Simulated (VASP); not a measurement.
# ScAl2N3 (P6/mmm) in VASP: single point with PBE

Aim: the single point of ScAl2N3 with PBE.

Everything below comes from runs of VASP 6.6.1. Logs are shortened: lines on timing, memory, paths and dates and some standing lists are left out, and cuts for length are marked.

## 1. The cell of the first run

Symmetry: P6/mmm, No. 191, hexagonal system. Conventional cell: a = 3.649 Å, b = 3.649 Å, c = 6.869 Å, α = 90.00°, β = 90.00°, γ = 120.00°. Sc (site symmetry 6/mmm) has 2 Al at 2.36 Å within 3.1 Å. Al (site symmetry 6mm) has 6 N at 2.11 Å and 1 Al at 2.14 Å and 1 Sc at 2.36 Å within 2.8 Å. Within 2.4 Å of N (site symmetry mmm) lie 4 N at 1.82 Å and 4 Al at 2.11 Å.

## 2. Single point, PBE

INCAR

```
SYSTEM = ScAl2N3
ALGO     = Normal         ! electronic algorithm
EDIFF    = 1E-6           ! SCF threshold, eV
ENCUT    = 520            ! plane-wave cutoff, eV
GGA      = PE             ! functional
ISIF     = 2              ! what is computed and relaxed
ISMEAR   = 0              ! smearing method
LASPH    = .True.         ! aspherical terms in the spheres
LCHARG   = .False.        ! write CHGCAR
LREAL    = .False.        ! projectors in reciprocal space
LWAVE    = .False.        ! write WAVECAR
NBANDS   = 25             ! bands
NELM     = 60             ! most SCF steps
PREC     = Accurate       ! precision mode
SIGMA    = 0.1            ! smearing width, eV
```

KPOINTS

```
k-points
0
Gamma
  6 6 4
  0 0 0
```

POSCAR

```
ScAl2N3
1.0
    3.6491762500      0.0000000000      0.0000000000
   -1.8245881300      3.1602793400      0.0000000000
    0.0000000000      0.0000000000      6.8689394400
Sc Al N
1 2 3
Direct
    0.0000000000      0.0000000000      0.5000000000
    0.0000000000      0.0000000000      0.1557172800
    0.0000000000      0.0000000000      0.8442827200
    0.5000000000      0.0000000000      0.0000000000
    0.0000000000      0.5000000000      0.0000000000
    0.5000000000      0.5000000000      0.0000000000
```

Potentials or basis: VASP PAW PBE potentials, release 64 (Sc_sv, Al, N).

The run is started by

```
cat potpaw_PBE.64/Sc_sv/POTCAR potpaw_PBE.64/Al/POTCAR potpaw_PBE.64/N/POTCAR > POTCAR
mpirun -np 1 vasp_std > vasp.out
```

OUTCAR:

```text
SYSTEM = ScAl2N3
   EDIFF = 1E-6
   ENCUT = 520
   GGA = PE
   ISIF = 2
   ISMEAR = 0
   LASPH = .True.
   LREAL = .False.
   NELM = 60
   PREC = Accurate

 ion  position               nearest neighbor table
   1  0.000  0.000  0.500-   2 2.36   3 2.36
   2  0.000  0.000  0.156-   4 2.11   4 2.11   6 2.11   6 2.11   5 2.11   5 2.11   3 2.14   1 2.36

   3  0.000  0.000  0.844-   4 2.11   4 2.11   6 2.11   6 2.11   5 2.11   5 2.11   2 2.14   1 2.36

   4  0.500  0.000  0.000-   2 2.11   3 2.11   2 2.11   3 2.11
   5  0.000  0.500  0.000-   2 2.11   3 2.11   2 2.11   3 2.11
   6  0.500  0.500  0.000-   2 2.11   3 2.11   2 2.11   3 2.11

  LATTYP: Found a hexagonal cell.
 ALAT       =     3.6491762500
 C/A-ratio  =     1.8823260291

  Lattice vectors:

 A1 = (   3.6491762500,   0.0000000000,   0.0000000000)
 A2 = (  -1.8245881300,   3.1602793400,   0.0000000000)
 A3 = (   0.0000000000,   0.0000000000,   6.8689394400)

Analysis of symmetry for initial positions (statically):
=====================================================================
 Subroutine PRICEL returns:
 Original cell was already a primitive cell.

 Routine SETGRP: Setting up the symmetry group for a
 hexagonal supercell.

 Subroutine GETGRP returns: Found 24 space group operations
 (whereof 24 operations were pure point group operations)
 out of a pool of 24 trial point group operations.

The static configuration has the point symmetry D_6h.

Analysis of symmetry for dynamics (positions and initial velocities):
=====================================================================
 Subroutine PRICEL returns:
 Original cell was already a primitive cell.

 Routine SETGRP: Setting up the symmetry group for a
 hexagonal supercell.

 Subroutine GETGRP returns: Found 24 space group operations
 (whereof 24 operations were pure point group operations)
 out of a pool of 24 trial point group operations.

The dynamic configuration has the point symmetry D_6h.

 Subroutine INISYM returns: Found 24 space group operations
 (whereof 24 operations are pure point group operations),
 and found     1 'primitive' translations

----------------------------------------------------------------------------------------

                                     Primitive cell

  volume of cell :      79.2155

  direct lattice vectors                    reciprocal lattice vectors
     3.649176250  0.000000000  0.000000000     0.274034448  0.158213863  0.000000000
    -1.824588130  3.160279340  0.000000000     0.000000000  0.316427724  0.000000000
     0.000000000  0.000000000  6.868939440     0.000000000  0.000000000  0.145582882

  length of vectors
     3.649176250  3.649176256  6.868939440     0.316427725  0.316427724  0.145582882

  position of ions in fractional coordinates (direct lattice)
     0.000000000  0.000000000  0.500000000
     0.000000000  0.000000000  0.155717280
     0.000000000  0.000000000  0.844282720
     0.500000000  0.000000000  0.000000000
     1.000000000  0.500000000  0.000000000
     0.500000000  0.500000000  0.000000000

  ion indices of the primitive-cell ions
   primitive index   ion index
                 1           1
                 2           2
                 3           3
                 4           4
                 5           5
                 6           6

----------------------------------------------------------------------------------------

 KPOINTS: k-points

Automatic generation of k-mesh.
 Grid dimensions read from file:
 generate k-points for:    6    6    4

 Generating k-lattice:

  Cartesian coordinates                     Fractional coordinates (reciprocal lattice)
     0.045672408  0.026368977  0.000000000     0.166666667 -0.000000000  0.000000000
     0.000000000  0.052737954  0.000000000     0.000000000  0.166666667  0.000000000
     0.000000000  0.000000000  0.036395721     0.000000000  0.000000000  0.250000000

  Length of vectors
     0.052737954  0.052737954  0.036395721

  Shift w.r.t. Gamma in fractional coordinates (k-lattice)
     0.000000000  0.000000000  0.000000000

 Subroutine IBZKPT returns following result:
 ===========================================

 Found     21 irreducible k-points:

 Following reciprocal coordinates:
            Coordinates               Weight
  0.000000  0.000000  0.000000      1.000000
  0.166667 -0.000000  0.000000      6.000000
  0.333333 -0.000000  0.000000      6.000000
  0.500000 -0.000000  0.000000      3.000000
  0.166667  0.166667  0.000000      6.000000
  0.333333  0.166667  0.000000     12.000000
[... 13 lines left out ...]
  0.333333  0.166667  0.500000     12.000000
  0.333333  0.333333  0.500000      2.000000
   k-points           NKPTS =     21   k-points in BZ     NKDIM =     21   number of bands    NBANDS=     25
   number of dos      NEDOS =    301   number of ions     NIONS =      6
   total plane-waves  NPLWV =  42336
   dimension x,y,z NGX =    28 NGY =   28 NGZ =   54
   dimension x,y,z NGXF=    56 NGYF=   56 NGZF=  108
   ions per type =               1   2   3
   NGX,Y,Z   is equivalent  to a cutoff of  12.76, 12.76, 13.07 a.u.
   NGXF,Y,Z  is equivalent  to a cutoff of  25.51, 25.51, 26.14 a.u.
 SYSTEM =  ScAl2N3
   PREC   = accura    normal or accurate (medium, high low for compatibility)
   ISTART =      0    job   : 0-new  1-cont  2-samecut
   ICHARG =      2    charge: 1-file 2-atom 10-const
   ISPIN  =      1    spin polarized calculation?
   LNONCOLLINEAR =      F non collinear calculations
   LSORBIT =      F    spin-orbit coupling
   LASPH  =      T    aspherical Exc in radial PAW
   ENCUT  =  520.0 eV  38.22 Ry    6.18 a.u.   6.79  6.79 12.77*2*pi/ulx,y,z
   NELM   =     60;   NELMIN=  2; NELMDL= -5     # of ELM steps
   EDIFF  = 0.1E-05   stopping-criterion for ELM
   LREAL  =      F    real-space projection
   EDIFFG = 0.1E-04   stopping-criterion for IOM
   NSW    =      0    number of steps for IOM
   IBRION =     -1    ionic relax: 0-MD 1-quasi-New 2-CG
   NFREE  =      0    steps in history (QN), initial steepest desc. (CG)
   ISIF   =      2    stress and relaxation
   ISYM   =      2    0-nonsym 1-usesym 2-fastsym
   POTIM  = 0.5000    time-step for ionic-motion
   TEBEG  =    0.0;   TEEND  =   0.0 temperature during run
   PSTRESS=    0.0 pullay stress
   NELECT =      32.0000    total number of electrons
   NUPDOWN=      -1.0000    fix difference up-down
   EMIN   =  10.00;   EMAX   =-10.00  energy-range for DOS
   EFERMI =   0.00;   METHOD = LEGACY
   ISMEAR =     0;   SIGMA  =   0.10  broadening in eV -4-tet -1-fermi 0-gaus
   EFERMI_NEDOS =   21; number of points for ismear=-14 and -15
   IALGO  =     38    algorithm
   IMIX   =      4    mixing-type and parameters
     AMIX     =   0.40;   BMIX     =  1.00
     AMIX_MAG =   1.60;   BMIX_MAG =  1.00
  volume/ion in A,a.u.               =      13.20        89.10
  Fermi-wavevector in a.u.,A,eV,Ry     =   1.210194  2.286934 19.926662  1.464568
  Thomas-Fermi vector in A             =   2.345748
   LORBIT       =      0    0 simple, 1 ext, 2 COOP (PROOUT), +10 PAW based schemes
   GGA     = PE    functional components
   LHFCALC =     F    Hartree Fock is set to
   AEXX    =    0.0000 exact exchange contribution
   IVDW    =     0    specifies the selected vdW correction
   LEPSILON=     F    determine dielectric tensor
   LRPA    =     F    only Hartree local field effects (RPA)
 non-spin polarized calculation
 Gauss-broadening in eV      SIGMA  =   0.10
  energy-cutoff  :      520.00
  volume of cell :       79.22
 maximum number of plane-waves:      2148
 NGX is ok and might be reduce to    28
   NGX = 13   NGY = 13   NGZ = 25

 number of electron      32.0000005 magnetization

 Free energy of the ion-electron system (eV)
  ---------------------------------------------------
  ext. energy  EPLUGINS =         0.00000000
  ---------------------------------------------------
  free energy    TOTEN  =       -26.39203590 eV

  energy without entropy =      -26.36981012  energy(sigma->0) =      -26.38092301

 E-fermi :   6.0249     XC(G=0): -10.3338

 val. band max:        6.0151002251   @ k =   0.3333   0.3333   0.2500
 cond. band min:       6.0456049466   @ k =   0.1667   0.1667   0.0000
 fundamental gap:      0.0305047214
 Fermi energy:         6.0249279381

 k-point     1 :       0.0000    0.0000    0.0000
  band No.  band energies     occupation
      1     -43.3685      2.00000
      2     -22.0937      2.00000
      3     -22.0937      2.00000
      4     -21.9436      2.00000
      5     -15.3045      2.00000
      6      -5.2238      2.00000
[... 17 lines left out ...]
     24      12.6864      0.00000
     25      13.5762      0.00000

 k-point     2 :       0.1667   -0.0000    0.0000
  band No.  band energies     occupation
      1     -43.3662      2.00000
      2     -22.1183      2.00000
      3     -22.0997      2.00000
      4     -21.9399      2.00000
      5     -14.9892      2.00000
      6      -7.5564      2.00000
[... 17 lines left out ...]
     24      12.0006      0.00000
     25      12.9140      0.00000

 k-point     3 :       0.3333   -0.0000    0.0000
  band No.  band energies     occupation
      1     -43.3615      2.00000
      2     -22.1671      2.00000
      3     -22.1117      2.00000
      4     -21.9325      2.00000
      5     -14.0773      2.00000
      6     -10.0738      2.00000
[... 468 lines left out ...]
 k-point    20 :       0.3333    0.1667    0.5000
  band No.  band energies     occupation
      1     -43.3591      2.00000
      2     -22.1789      2.00000
      3     -22.1302      2.00000
      4     -21.9291      2.00000
      5     -13.2421      2.00000
      6     -11.1058      2.00000
[... 17 lines left out ...]
     24      11.5937      0.00000
     25      11.6652      0.00000

 k-point    21 :       0.3333    0.3333    0.5000
  band No.  band energies     occupation
      1     -43.3580      2.00000
      2     -22.1622      2.00000
      3     -22.1622      2.00000
      4     -21.9272      2.00000
      5     -12.1054      2.00000
      6     -12.1054      2.00000
[... 17 lines left out ...]
     24      10.2043      0.00000
     25      10.2043      0.00000

------------------------ aborting loop because EDIFF is reached ----------------------------------------

  FORCE on cell =-STRESS in cart. coord.  units (eV):
  Direction    XX          YY          ZZ          XY          YZ          ZX
  --------------------------------------------------------------------------------------
  -------------------------------------------------------------------------------------
  Total        6.7292744      6.7292745     31.5223785     -0.0000000      0.0000000      0.0000000
  in kB      136.1033528    136.1033532    637.5577988     -0.0000002      0.0000000      0.0000000
  external PRESSURE =     303.2548349 kB  Pullay stress =       0.0000000 kB

 VOLUME and BASIS-vectors are now :
 -----------------------------------------------------------------------------
  energy-cutoff  :      520.00
  volume of cell :       79.22
      direct lattice vectors                 reciprocal lattice vectors
     3.649176250  0.000000000  0.000000000     0.274034448  0.158213863  0.000000000
    -1.824588130  3.160279340  0.000000000     0.000000000  0.316427724  0.000000000
     0.000000000  0.000000000  6.868939440     0.000000000  0.000000000  0.145582882

 POSITION                                       TOTAL-FORCE (eV/Angst)
 -----------------------------------------------------------------------------------
      0.00000      0.00000      3.43447         0.000000      0.000000      0.000000
      0.00000      0.00000      1.06961         0.000000      0.000000      2.542922
      0.00000      0.00000      5.79933        -0.000000     -0.000000     -2.542922
      1.82459      0.00000      0.00000         0.000000      0.000000      0.000000
     -0.91229      1.58014      0.00000         0.000000      0.000000      0.000000
      0.91229      1.58014      0.00000         0.000000      0.000000      0.000000
 -----------------------------------------------------------------------------------
    total drift:                                0.000000      0.000000     -0.000000

  FREE ENERGIE OF THE ION-ELECTRON SYSTEM (eV)
  ---------------------------------------------------
  free  energy   TOTEN  =       -26.3920358959 eV

  energy  without entropy=      -26.3698101194  energy(sigma->0) =      -26.38092301
```

It took 52 s on 1 thread of Intel Xeon 6975P-C, shared host; peak memory 0.21 GiB.

Results:

- Free energy: -26.3920 eV
- Pressure: 30.3 GPa
- Largest force: 2.543 eV/Å
- Band gap on the k mesh: zero (band 16 reaches 6.14 eV, above the bottom of band 17 at 5.75 eV)

Forces on the atoms (eV/Å):
```
Sc   0.000  0.000  0.000
Al   0.000  0.000  2.543
Al   0.000  0.000 -2.543
N    0.000  0.000  0.000
N    0.000  0.000  0.000
N    0.000  0.000  0.000
```

Stress tensor (GPa, compression positive):
```
13.61  0.00  0.00
 0.00 13.61  0.00
 0.00  0.00 63.76
```

Caveat: forces of over 1 eV/Å act on the atoms, so gaps and moduli don't describe the material at rest.
